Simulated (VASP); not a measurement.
Crystal: Al.

```
Al
1.0
     0.00000    2.02481    2.02481
     2.02481    0.00000    2.02481
     2.02481    2.02481    0.00000
Al
1
Cartesian
  0.0000 0.0000 0.0000
```

```yaml
Program: VASP 6.6.1
Task: relaxation of volume and atoms at fixed shape
Functional: LDA
Potentials_or_basis: VASP PAW LDA potentials, release 64 (Al)
Cutoff: 500 eV
k_mesh: 9 × 9 × 9
Occupations: fermi-dirac, width 0.05 eV
Spin: no spin polarisation
```

At the start: pressure -3.4 GPa; volume 16.60 Å³/atom.

**Question.** Where does the relaxation end?

**Answer.** Over 3 steps the energy falls by 7.8 meV/atom and the volume is 15.89 Å³/atom (-4.3 %); space group Fm-3m (No. 225, to 0.05 Å).

Step by step:
```tsv
step	energy change (eV)	largest force (eV/Å)	pressure (GPa)	volume (Å³)
1	0.0000	0.0000	-3.39	16.60
2	-0.0076	0.0000	0.64	15.77
3	-0.0078	0.0000	0.01	15.89
```

Final structure:
```
Al
1.0
     0.00000    1.99537    1.99537
     1.99537    0.00000    1.99537
     1.99537    1.99537    0.00000
Al
1
Direct
  0.00000 0.00000 0.00000
```
